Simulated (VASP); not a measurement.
Write the native input for VASP 6.6.1 that does the following.

```yaml
Task: relaxation of cell and atoms
Functional: PBE
Potentials_or_basis: VASP PAW PBE potentials, release 64 (Au)
Cutoff: 600 eV
k_mesh: 15 × 15 × 8
Occupations: fermi-dirac, width 0.08 eV
Spin: no spin polarisation
Target_pressure: 0.86 GPa
Dipole_correction: no
Further_INCAR_settings: ALGO = Normal; EDIFF = 1e-07; IBRION = 2; EDIFFG = -0.005; NSW = 60; ISIF = 3
```

The structure of Au lies in POSCAR:

```
Au
1.0
    2.9419141887      0.0000000000      0.0000000000
   -1.4709570944      2.5477724232      0.0000000000
    0.0000000000      0.0000000000      4.7659009857
Au
2
Direct
    0.3333333333      0.6666666667      0.2500000000
    0.6666666667      0.3333333333      0.7500000000
```

This isn't the form of Au at room conditions, which is fcc.

These files were run (other wordings do the same):

INCAR

```
SYSTEM = Au
PREC = Accurate ; ENCUT = 600
EDIFF = 1E-7 ; ISMEAR = -1
SIGMA = 0.08 ; LREAL = .FALSE.
LASPH = .TRUE. ; NELM = 100
ALGO = Normal ; ISIF = 3
LWAVE = .FALSE. ; LCHARG = .FALSE.
GGA = PE ; IBRION = 2
NSW = 60 ; EDIFFG = -0.005
PSTRESS = 8.6
```

KPOINTS

```
regular mesh
0
G
  15 15 8
  0 0 0
```

Potentials or basis: VASP PAW PBE potentials, release 64 (Au).

Run with:

```console
$ cat potpaw_PBE.64/Au/POTCAR > POTCAR
$ mpirun -np 1 vasp_std > vasp.out
```

It gave:

```
Energy change on relaxing (the run minimises the enthalpy) : -5.4 meV/atom
Ionic steps                                                : 6
Pressure after relaxing                                    : 0.9 GPa
Band gap on the k mesh                                     : zero (bands 11 and 12 overlap by 6.65 eV)
```

Caveat: the cell is relaxed towards a set pressure, so the run minimises the enthalpy, not the energy; spin-orbit coupling is left out, which moves the levels of the heavy elements.

Wall time 3.8 min on 1 thread of Intel Xeon 8259CL, with other jobs on the host, peak memory 0.23 GiB.
